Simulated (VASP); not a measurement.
Wanted: the native input for a VASP 6.6.1 run.

* Task: single point
* Functional: PBEsol
* Potentials or basis: VASP PAW PBE potentials, release 64 (Mg, H)
* Cutoff: 520 eV
* k mesh: 8 × 5 × 1
* Occupations: gaussian, width 0.1 eV
* Spin: no spin polarisation
* Dipole correction: yes
* Further INCAR settings: ALGO = Normal; EDIFF = 1e-07; NBANDS = 12

The structure of Mg4H lies in POSCAR:

```
Mg4H
1.0
    3.1881999939      0.0000000000      0.0000000000
    0.0000000000      5.1084658709      0.0000000000
    0.0000000000      0.0000000000     19.1358427726
Mg H
4 1
Direct
    0.0000000000      0.7500000000      0.2090318178
    0.5000000000      0.2500000000      0.2571276385
    0.5000000000      0.7500000000      0.3576109084
    0.0000000000      0.2500000000      0.3990335238
    0.5000000000      0.2500000000      0.4521850969
```

One way to write it, as run:

INCAR

```
SYSTEM = Mg4H
PREC = Accurate ; ENCUT = 520
EDIFF = 1E-7 ; ISMEAR = 0
SIGMA = 0.1 ; LREAL = .FALSE.
LASPH = .TRUE. ; NELM = 100
ALGO = Normal ; ISIF = 2
LWAVE = .FALSE. ; LCHARG = .TRUE.
LDIPOL = .TRUE. ; IDIPOL = 3
DIPOL = 0.5 0.5 0.335 ; GGA = PS
LELF = .TRUE. ; LVHAR = .TRUE.
LVACPOTAV = .TRUE. ; NBANDS = 12
```

KPOINTS

```
regular mesh
0
G
  8 5 1
  0 0 0
```

Potentials or basis: VASP PAW PBE potentials, release 64 (Mg, H).

The run is started by

```sh
$ cat potpaw_PBE.64/Mg/POTCAR potpaw_PBE.64/H/POTCAR > POTCAR
$ mpirun -np 1 vasp_std > vasp.out
```

It gave:

```
Largest force          : 0.248 eV/Å
Band gap on the k mesh : zero (an odd number of electrons rules out a gap without spin polarisation)
```

Caveat: the PAW data sets were made with another functional, which shifts forces and pressure a little.

It took 98 s on 1 thread of Intel(R) Xeon(R) Platinum 8559C (Emerald Rapids), with other jobs on the host, peak memory 0.35 GiB.
